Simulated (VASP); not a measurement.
## Hf: single point with PBE

Hf:

```
Hf
1.0
     2.88122    0.00000    0.00000
    -1.44061    2.49521    0.00000
     0.00000    0.00000    2.85981
Hf
1
Cartesian
  0.0000 0.0000 0.0000
```

This isn't the form of Hf at room conditions, which is hcp.

| Item | Value |
| --- | --- |
| Program | VASP 6.6.1 |
| Task | single point |
| Functional | PBE |
| Potentials or basis | VASP PAW PBE potentials, release 64 (Hf_pv) |
| Cutoff | 520 eV |
| k mesh | 16 × 16 × 15 |
| Occupations | fermi-dirac, width 0.1 eV |
| Spin | no spin polarisation |
| Dipole correction | no |
| Further INCAR settings | ALGO = Normal; EDIFF = 1e-06; NBANDS = 11 |

| Property | Result |
| --- | --- |
| Pressure | 13.8 GPa |
| Band gap on the k mesh | zero (bands 5 and 6 overlap by 0.41 eV) |

Stress tensor (GPa, compression positive):
```
13.73  0.00  0.00
 0.00 13.73  0.00
 0.00  0.00 13.86
```

Levels at points of the mesh, in eV from the Fermi level:
| k point | band 3 | band 4 | band 5 | band 6 | band 7 | band 8 |
| --- | --- | --- | --- | --- | --- | --- |
| (0.00, 0.00, 0.00) | -29.38 | -7.12 | -1.83 | 1.82 | 1.82 | 7.64 |
| (0.50, 0.00, 0.00) | -29.46 | -3.61 | -0.78 | 1.33 | 2.88 | 6.60 |

It took 51 s on 1 thread of Intel Xeon 8259CL, on a shared host, peak memory 0.18 GiB.

Caveat: the cell stands under pressure; spin-orbit coupling is left out, which moves the levels of the heavy elements.
